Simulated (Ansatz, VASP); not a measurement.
# Zn2SiN3 in VASP and in Ansatz

File INCAR:

```
SYSTEM = Zn2SiN3
ALGO = Normal
EDIFF = 1E-6
EDIFFG = -0.04
ENCUT = 600
GGA = PE
IBRION = 2
ISIF = 3
ISMEAR = 0
LASPH = .TRUE.
LCHARG = .FALSE.
LREAL = .FALSE.
LWAVE = .FALSE.
NELM = 80
NSW = 90
PREC = Accurate
SIGMA = 0.1
```

Contents of KPOINTS:

```
k-points
0
G
  6 6 4
  0 0 0
```

Contents of POSCAR:

```
Zn2SiN3
1.0
    4.8664125000      0.0000000000      0.0000000000
   -2.4332062500      4.2144368500      0.0000000000
    0.0000000000      0.0000000000      4.0098704900
Zn Si N
2 1 3
Direct
    0.3333333300      0.6666666700      0.0000000000
    0.6666666700      0.3333333300      0.0000000000
    0.0000000000      0.0000000000      0.0000000000
    0.5000000000      0.0000000000      0.5000000000
    0.0000000000      0.5000000000      0.5000000000
    0.5000000000      0.5000000000      0.5000000000
```

Input for Ansatz:

```yaml
crystal:
  lattice:
    - [4.8664125, 0.0, 0.0]
    - [-2.43320625, 4.21443685, 0.0]
    - [0.0, 0.0, 4.00987049]
  atoms:
    - { symbol: Zn, position: [0.33333333, 0.66666667, 0.0] }
    - { symbol: Zn, position: [0.66666667, 0.33333333, 0.0] }
    - { symbol: Si, position: [0.0, 0.0, 0.0] }
    - { symbol: "N", position: [0.5, 0.0, 0.5] }
    - { symbol: "N", position: [0.0, 0.5, 0.5] }
    - { symbol: "N", position: [0.5, 0.5, 0.5] }
basis:
  ecutwfc: 420
kpoints:
  mp_grid: { grid: [6, 6, 4] }
hamiltonian:
  xc: pbe
scf:
  occupations: { method: gaussian, width: 0.1 }
  lower_state_search: "off"
output:
  forces: true
  stress: true
  eigenvalues: true
relax:
  adjacent_minimum: "off"
  f_tol: 0.04
  max_steps: 70
  cell: { stress_tol: 0.4 }
```

Change from the starting cell: species swapped into the YCo3Ni2 type (P6/mmm, No. 191).

Alike in both runs: task relaxation of cell and atoms; functional PBE; k mesh 6 × 6 × 4; occupations gaussian, width 0.1 eV; no spin polarisation.

|  | VASP | Ansatz |
| --- | --- | --- |
| version | VASP 6.6.1 | Ansatz 0.2.0 |
| potentials or method | VASP PAW PBE potentials, release 64 (Zn, Si, N), cutoff 600 eV | scalar-relativistic, plane waves, PAW |
| valence electrons in the cell | 43 | 43 |

```csv
,VASP,Ansatz,Ansatz less VASP
"gap on the k mesh at the Fermi level, each at its own relaxed structure (eV)",none,none,-
relaxed volume (Å³/atom),11.77,11.71,-0.055
relaxed length of the cell vector where the two differ most in proportion (Å),2.766,2.756,-0.0094
```

A gap of «none» marks a metal or a gap that the smearing closes.

The k mesh is coarse, so the values compare programs but aren't converged.
